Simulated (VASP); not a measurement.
B3C2:

```
CELL_PARAMETERS angstrom
1.29723 0.74896 6.01334
-1.29723 0.74896 6.01334
0.00000 -1.49792 6.01334
ATOMIC_POSITIONS crystal
B 0.00000 0.00000 0.00000
B 0.20950 0.20950 0.20950
B 0.79050 0.79050 0.79050
C 0.40000 0.40000 0.40000
C 0.60000 0.60000 0.60000
```

| Property | Result |
| --- | --- |
| Program | VASP 6.6.1 |
| Task | relaxation of cell and atoms |
| Functional | PBE |
| Potentials or basis | VASP PAW PBE potentials, release 64 (B, C) |
| Cutoff | 600 eV |
| k mesh | 6 × 6 × 6 |
| Occupations | gaussian, width 0.1 eV |
| Spin | no spin polarisation |

At the start: pressure -36.3 GPa; volume 7.01 Å³/atom.

Question: How do energy, volume and symmetry change on relaxing?

Answer: Over 34 steps the energy falls by 573.9 meV/atom and the volume is 8.43 Å³/atom (+20.3 %); space group R-3m (No. 166, to 0.05 Å).

The path:
```tsv
step	energy change (eV)	largest force (eV/Å)	pressure (GPa)	volume (Å³)
1	0.0000	2.3630	-36.33	35.05
2	-1.1867	0.3052	35.61	27.53
3	-1.3014	1.2314	13.61	28.98
4	-1.6387	1.2368	8.13	29.78
5	-1.7437	1.4193	4.11	30.33
6	-1.7437	1.4945	5.46	30.17
7	-1.7507	1.4552	4.74	30.26
8	-1.9840	0.5541	2.22	31.25
9	-2.0122	0.2998	1.55	31.73
10	-2.3777	0.4217	9.42	32.51
11	-2.4228	0.5632	17.28	33.01
12	-2.6607	0.7803	3.04	36.23
13	-2.7040	0.6907	-4.38	38.28
14	-2.7526	0.4050	-2.94	38.66
15	-2.7662	0.5794	-2.04	38.95
16	-2.7959	0.4347	0.71	38.48
17	-2.8093	0.2193	4.77	37.84
18	-2.8228	0.0550	2.34	38.16
19	-2.8239	0.0181	1.42	38.29
20	-2.8298	0.0700	0.86	38.55
21	-2.8389	0.2206	-0.69	39.33
22	-2.8393	0.2586	-1.06	39.52
23	-2.8448	0.2160	0.33	39.58
24	-2.8463	0.1817	1.47	39.62
25	-2.8502	0.1315	1.15	39.77
26	-2.8562	0.1357	0.37	40.17
27	-2.8513	0.2596	-1.19	40.98
28	-2.8571	0.1557	-0.08	40.41
29	-2.8589	0.1359	0.00	40.51
30	-2.8631	0.0756	0.21	40.82
31	-2.8668	0.0525	0.71	41.43
32	-2.8691	0.0425	0.05	41.95
33	-2.8692	0.0604	-0.07	42.06
34	-2.8697	0.0373	0.06	42.17
```

Final structure:
```yaml
crystal:
  lattice:
    - [1.34491, 0.77648, 6.73048]
    - [-1.34491, 0.77648, 6.73048]
    - [0.00000, -1.55296, 6.73048]
  atoms:
    - { symbol: B, position: [0.00000, 0.00000, 0.00000] }
    - { symbol: B, position: [0.25683, 0.25683, 0.25683] }
    - { symbol: B, position: [0.74317, 0.74317, 0.74317] }
    - { symbol: C, position: [0.40718, 0.40718, 0.40718] }
    - { symbol: C, position: [0.59282, 0.59282, 0.59282] }
```

Caveat: the k points lie up to 0.45 Å⁻¹ apart in the final cell; the volume moved by over 15 % at a fixed basis, so the end points are rough.
